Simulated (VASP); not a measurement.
SrAl5:

```
Sr Al
1.0
     0.00000    3.91674    3.91674
     3.91674    0.00000    3.91674
     3.91674    3.91674    0.00000
Sr Al
1 5
Direct
  0.50000 0.50000 0.50000
  0.15450 0.15450 0.15450
  0.15450 0.15450 0.53651
  0.15450 0.53651 0.15450
  0.53651 0.15450 0.15450
  0.75000 0.75000 0.75000
```

```yaml
Program: VASP 6.6.1
Task: relaxation of cell and atoms
Functional: PBE
Potentials_or_basis: VASP PAW PBE potentials, release 64 (Sr_sv, Al)
Cutoff: 600 eV
k_mesh: 4 × 4 × 4
Occupations: gaussian, width 0.1 eV
Spin: no spin polarisation
```

At the start: pressure 24.9 GPa; volume 20.03 Å³/atom.

Problem. How do energy, volume and symmetry change on relaxing?

Solution. Over 10 steps the energy falls by 1215.5 meV/atom and the volume is 21.16 Å³/atom (+5.6 %); space group F-43m (No. 216, to 0.05 Å).

The path:
| step | energy change (eV) | largest force (eV/Å) | pressure (GPa) | volume (Å³) |
| --- | --- | --- | --- | --- |
| 1 | 0.0000 | 11.9559 | 24.87 | 120.17 |
| 2 | -5.1216 | 0.4314 | -7.69 | 182.77 |
| 3 | -6.6494 | 0.7273 | -5.67 | 149.18 |
| 4 | -6.6538 | 0.7785 | -5.52 | 148.55 |
| 5 | -6.6562 | 0.9238 | -5.06 | 146.93 |
| 6 | -7.1340 | 0.7258 | -2.28 | 133.72 |
| 7 | -7.2592 | 0.4099 | 1.10 | 124.45 |
| 8 | -7.2903 | 0.0707 | 0.51 | 125.67 |
| 9 | -7.2920 | 0.0260 | 0.37 | 126.05 |
| 10 | -7.2931 | 0.0057 | -0.03 | 126.96 |

Final structure:
```yaml
crystal:
  lattice:
    - [0.00000, 3.98909, 3.98909]
    - [3.98909, 0.00000, 3.98909]
    - [3.98909, 3.98909, 0.00000]
  atoms:
    - { symbol: Sr, position: [0.50000, 0.50000, 0.50000] }
    - { symbol: Al, position: [0.12369, 0.12369, 0.12369] }
    - { symbol: Al, position: [0.12369, 0.12369, 0.62892] }
    - { symbol: Al, position: [0.12369, 0.62892, 0.12369] }
    - { symbol: Al, position: [0.62892, 0.12369, 0.12369] }
    - { symbol: Al, position: [0.75000, 0.75000, 0.75000] }
```
